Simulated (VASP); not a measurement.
# Ga7N5 (a cell with a defect) in VASP: notebook, part 2 of 2

VASP 6.6.1.

## 4. Relaxation of the atoms, PBE, collinear spin

File INCAR:

```
PREC = Accurate
ENCUT = 520
EDIFF = 1E-7
ISMEAR = 0
SIGMA = 0.01
LREAL = False
LASPH = True
NELM = 150
ALGO = Normal
ISIF = 2
LWAVE = False
LCHARG = False
ISPIN = 2
MAGMOM = 0.2 0 0 0.2 0.2 0.2 0.2 0 0 0 0 0
LORBIT = 11
GGA = PE
IBRION = 2
NSW = 65
EDIFFG = -0.025
NELECT = 117.0
KPAR = 4
```

File KPOINTS:

```
regular mesh
0
Gamma
  3 3 3
```

File POSCAR:

```
Ga7N5
1.0
    0.0000000000      0.0000000000      5.2431684262
    4.8275562260     -2.7871908866      0.0000000000
   -0.0000000001      5.5743817732      0.0000000000
Ga N
7 5
Direct
    0.4124866672      0.3333333333      0.3333333333
    0.5125654019      0.0000000000      0.6666666667
    0.5125654019      0.6666666667      1.0000000000
    1.0237019768     -0.0518014353      0.3333333333
    1.0237019768      0.7184681020      0.7184681020
    1.0237019768      0.3333333333      0.9481985647
    0.8487070276      0.3333333333      0.3333333333
    0.8756421139      0.0000000000      0.6666666667
    0.8756421139      0.6666666667      1.0000000000
    0.3804284477     -0.0280043239      0.3333333333
    0.3804284477      0.6946709906      0.6946709906
    0.3804284477      0.3333333333      0.9719956761
```

Potentials or basis: VASP PAW PBE potentials, release 64 (Ga_d, N).

Started as:

```bash
$ cat potpaw_PBE.64/Ga_d/POTCAR potpaw_PBE.64/N/POTCAR > POTCAR
$ mpirun -np 4 vasp_std > vasp.out
```

OUTCAR:

```text
PREC = Accurate
   ENCUT = 520
   EDIFF = 1E-7
   ISMEAR = 0
   LREAL = False
   LASPH = True
   NELM = 150
   ISIF = 2
   ISPIN = 2
   LORBIT = 11
   GGA = PE
   IBRION = 2
   NSW = 65
   EDIFFG = -0.025
   NELECT = 117.0

 ion  position               nearest neighbor table
   1  0.412  0.333  0.333-  12 2.02  10 2.02  11 2.02   7 2.29
   2  0.513  0.000  0.667-   8 1.90  12 1.91  11 1.91  10 1.91
   3  0.513  0.667  0.000-   9 1.90  10 1.91  11 1.91  12 1.91
   4  0.024  0.948  0.333-  10 1.88   9 1.90   8 1.90   7 2.33
[... 1541 lines left out ...]
  Total       32.7422453     32.7422453     34.1758505     -0.0000000     -0.0000000     -0.0000000
  in kB      371.7929774    371.7929774    388.0717737     -0.0000000     -0.0000000     -0.0000000
  external PRESSURE =     377.2192428 kB  Pullay stress =       0.0000000 kB
[... 27 lines left out ...]
  FREE ENERGIE OF THE ION-ELECTRON SYSTEM (eV)
  ---------------------------------------------------
  free  energy   TOTEN  =       -53.8862611700 eV

  energy  without entropy=      -53.8857793544  energy(sigma->0) =      -53.88602026

 reached required accuracy - stopping structural energy minimisation

 total charge

# of ion       s       p       d       tot
------------------------------------------
    1        0.835   0.827  10.107  11.770
    2        0.804   0.984  10.222  12.010
    3        0.804   0.984  10.222  12.010
    4        0.876   1.032  10.187  12.096
    5        0.876   1.032  10.187  12.096
    6        0.876   1.032  10.187  12.096
    7        1.011   1.239   9.953  12.203
    8        1.253   2.567   0.000   3.821
    9        1.253   2.567   0.000   3.821
   10        1.243   2.543   0.000   3.786
   11        1.243   2.543   0.000   3.786
   12        1.243   2.543   0.000   3.786
--------------------------------------------------
tot         12.317  19.897  71.067 103.280

 magnetization (x)

# of ion       s       p       d       tot
------------------------------------------
    1       -0.004  -0.004   0.003  -0.005
    2       -0.000   0.001   0.001   0.002
    3       -0.000   0.001   0.001   0.002
    4        0.011   0.046   0.014   0.071
    5        0.011   0.046   0.014   0.071
    6        0.011   0.046   0.014   0.071
    7        0.003   0.191   0.006   0.199
    8        0.006   0.090   0.000   0.097
    9        0.006   0.090   0.000   0.097
   10        0.002   0.015   0.000   0.016
   11        0.002   0.015   0.000   0.016
   12        0.002   0.015   0.000   0.016
--------------------------------------------------
tot          0.047   0.552   0.054   0.653
```

OSZICAR:

```text
N       E                     dE             d eps       ncg     rms          rms(c)
DAV:   1     0.157485720742E+04    0.15749E+04   -0.49678E+04  2192   0.320E+03
DAV:   2     0.307895325119E+03   -0.12670E+04   -0.12044E+04  1988   0.874E+02
DAV:   3    -0.268740831339E+02   -0.33477E+03   -0.32143E+03  2367   0.272E+02
[... 79 lines left out ...]
DAV:   1    -0.538862475685E+02   -0.30602E-05   -0.61150E-03  2210   0.296E-01    0.542E-03
DAV:   2    -0.538862611232E+02   -0.13555E-04   -0.14777E-04  2675   0.776E-02    0.364E-03
DAV:   3    -0.538862612876E+02   -0.16437E-06   -0.55781E-06  2648   0.320E-02    0.196E-03
DAV:   4    -0.538862611684E+02    0.11918E-06   -0.71178E-07  2123   0.176E-02    0.712E-04
DAV:   5    -0.538862611700E+02   -0.16371E-08   -0.44350E-07  1890   0.738E-03
   7 F= -.53886261E+02 E0= -.53886020E+02  d E =-.242492E-02  mag=     0.8519
```

CONTCAR:

```text
Ga7N5
   1.00000000000000
     0.0000000000000000    0.0000000000000000    5.2431684261999996
     4.8275562259999996   -2.7871908865999999    0.0000000000000000
    -0.0000000001000000    5.5743817731999998    0.0000000000000000
  Ga              N
     7     5
Direct
     0.4172668324773091    0.3333333332999970    0.3333333332999970
     0.5158144248604337    0.0000000000000000    0.6666666667000030
     0.5158144248604337    0.6666666667000030    0.0000000000000000
     0.0178494471430207    0.9559711677150453    0.3333333332999970
     0.0178494471430207    0.7106954989849577    0.7106954989849577
     0.0178494471430207    0.3333333332999970    0.9559711677150453
     0.8540753475038656    0.3333333332999970    0.3333333332999970
     0.8777177502341815    0.0000000000000000    0.6666666667000030
     0.8777177502341815    0.6666666667000030    0.0000000000000000
     0.3793483761001722    0.9673787201595353    0.3333333332999970
     0.3793483761001722    0.6992879465404677    0.6992879465404677
     0.3793483761001722    0.3333333332999970    0.9673787201595353

  0.00000000E+00  0.00000000E+00  0.00000000E+00
  0.00000000E+00  0.00000000E+00  0.00000000E+00
  0.00000000E+00  0.00000000E+00  0.00000000E+00
  0.00000000E+00  0.00000000E+00  0.00000000E+00
  0.00000000E+00  0.00000000E+00  0.00000000E+00
  0.00000000E+00  0.00000000E+00  0.00000000E+00
  0.00000000E+00  0.00000000E+00  0.00000000E+00
  0.00000000E+00  0.00000000E+00  0.00000000E+00
  0.00000000E+00  0.00000000E+00  0.00000000E+00
  0.00000000E+00  0.00000000E+00  0.00000000E+00
  0.00000000E+00  0.00000000E+00  0.00000000E+00
  0.00000000E+00  0.00000000E+00  0.00000000E+00
```

It took 8.7 min on 4 MPI ranks of Intel Xeon Platinum 8259CL at 2.50GHz (Skylake/Cascade Lake), shared host; peak memory 0.37 GiB.

Results:

```yaml
Free_energy: -53.8863 eV
Energy_gained_by_relaxing: 9.7 meV/atom
Ionic_steps: 7
Largest_force_after_relaxing: 0.023 eV/Å
Net_moment: 0.85 μB per cell
Site_moments: Ga -0.01, +0.00, +0.07, +0.20 (each value once); N +0.10, +0.02 (each value once) μB
Valence_electrons_inside_the_program's_atomic_spheres: Ga 11.77, 12.01, 12.10, 12.20 (each value once); N 3.82, 3.79 (each value once)
```

Forces on the atoms (eV/Å):
```
Ga   0.000  0.000  0.017
Ga   0.000  0.000  0.000
Ga   0.000  0.000  0.000
Ga   0.014 -0.008 -0.015
Ga  -0.014 -0.008 -0.015
Ga   0.000  0.016 -0.015
Ga   0.000  0.000  0.008
N    0.000  0.000 -0.005
N    0.000  0.000 -0.005
N    0.018 -0.011  0.010
N   -0.018 -0.011  0.010
N    0.000  0.021  0.010
```

The path:
```
step  energy change (eV)  largest force (eV/Å)  pressure (GPa)
   1              0.0000                1.0431           37.71
   2             -0.0901                0.4150           37.53
   3             -0.0954                0.3101           37.52
   4             -0.1140                0.2173           37.67
   5             -0.1143                0.2418           37.69
   6             -0.1167                0.0312           37.73
   7             -0.1168                0.0235           37.72
```

Final structure:
```
CELL_PARAMETERS angstrom
0.00000 0.00000 5.24317
4.82756 -2.78719 0.00000
0.00000 5.57438 0.00000
ATOMIC_POSITIONS crystal
Ga 0.41727 0.33333 0.33333
Ga 0.51581 0.00000 0.66667
Ga 0.51581 0.66667 0.00000
Ga 0.01785 0.95597 0.33333
Ga 0.01785 0.71070 0.71070
Ga 0.01785 0.33333 0.95597
Ga 0.85408 0.33333 0.33333
N 0.87772 0.00000 0.66667
N 0.87772 0.66667 0.00000
N 0.37935 0.96738 0.33333
N 0.37935 0.69929 0.69929
N 0.37935 0.33333 0.96738
```

Caveat: the k points lie up to 0.43 Å⁻¹ apart; the cell carries a net charge on a neutralising background, which shifts energy and pressure; the cell is charged against a uniform background, so pressure and absolute levels hang on convention; a moment this small can come from the mesh or the smearing.
